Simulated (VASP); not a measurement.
Here is a VASP 6.6.1 calculation.

File INCAR:

```
SYSTEM = GaP
ALGO     = Normal         ! electronic algorithm
EDIFF    = 1E-6           ! SCF threshold, eV
ENCUT    = 520            ! plane-wave cutoff, eV
GGA      = PE             ! functional
ISIF     = 2              ! what is computed and relaxed
ISMEAR   = 0              ! smearing method
LASPH    = .TRUE.         ! aspherical terms in the spheres
LCHARG   = .FALSE.        ! write CHGCAR
LREAL    = .FALSE.        ! projectors in reciprocal space
LWAVE    = .FALSE.        ! write WAVECAR
NBANDS   = 16             ! bands
NELM     = 60             ! most SCF steps
PREC     = Accurate       ! precision mode
SIGMA    = 0.2            ! smearing width, eV
```

File KPOINTS:

```
k-points
0
G
  6 6 6
  0 0 0
```

File POSCAR:

```
GaP
1.0
    0.0000000000      2.5585353464      2.5585353464
    2.5585353464      0.0000000000      2.5585353464
    2.5585353464      2.5585353464      0.0000000000
Ga P
1 1
Direct
    0.0000000000      0.0000000000      0.0000000000
    0.5000000000      0.5000000000      0.5000000000
```

Potentials or basis: VASP PAW PBE potentials, release 64 (Ga_d, P).

Run with:

```console
$ cat potpaw_PBE.64/Ga_d/POTCAR potpaw_PBE.64/P/POTCAR > POTCAR
$ mpirun -np 1 vasp_std > vasp.out
```

Task: Predict the pressure.

Result: 2.4 GPa.

Task: Predict the band gap on the k mesh.

Result: Zero (band 9 reaches 7.26 eV, above the bottom of band 10 at 3.96 eV).
